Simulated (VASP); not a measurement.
A run of VASP 6.6.1:

File POSCAR:

```
Na2S
1.0
    0.0000000000      3.2341358400      3.2341358400
    3.2341358400      0.0000000000      3.2341358400
    3.2341358400      3.2341358400      0.0000000000
Na S
2 1
Direct
    0.2500000000      0.2500000000      0.2500000000
    0.7500000000      0.7500000000      0.7500000000
    0.0000000000      0.0000000000      0.0000000000
```

Contents of INCAR.step1:

```
PREC = Accurate
ENCUT = 550
ISMEAR = -1
SIGMA = 0.02
LREAL = False
LASPH = True
NELM = 120
NBANDS = 17
GGA = PE
ALGO = Normal
EDIFF = 1E-5
LWAVE = True
LCHARG = False
GGA_COMPAT = False
```

File INCAR.step2:

```
PREC = Accurate
ENCUT = 550
EDIFF = 1E-6
ISMEAR = -1
SIGMA = 0.02
LREAL = False
LASPH = True
NELM = 120
ALGO = Normal
ISIF = 2
LWAVE = False
LCHARG = True
METAGGA = R2SCAN
LMIXTAU = True
LELF = True
LVHAR = True
NBANDS = 17
ISTART = 1
GGA_COMPAT = False
```

File KPOINTS:

```
Automatic mesh
0
Gamma
  8 8 8
```

Potentials or basis: VASP PAW PBE potentials, release 64 (Na_pv, S).

Run with:

```sh
$ cat potpaw_PBE.64/Na_pv/POTCAR potpaw_PBE.64/S/POTCAR > POTCAR
$ cp INCAR.step1 INCAR
$ mpirun -np 1 vasp_std > vasp.out
$ cp INCAR.step2 INCAR
$ mpirun -np 1 vasp_std > vasp.out
```

Hardware: 1 thread of Intel(R) Xeon(R) Platinum 8259CL CPU @ 2.50GHz (Skylake/Cascade Lake), on a shared host.

**Question.** How long does it take, and how much memory?

**Answer.** Run time: 110 s on 1 thread of Intel(R) Xeon(R) Platinum 8259CL CPU @ 2.50GHz (Skylake/Cascade Lake) (shared host), peak memory 0.22 GiB. Counts: k points 29.
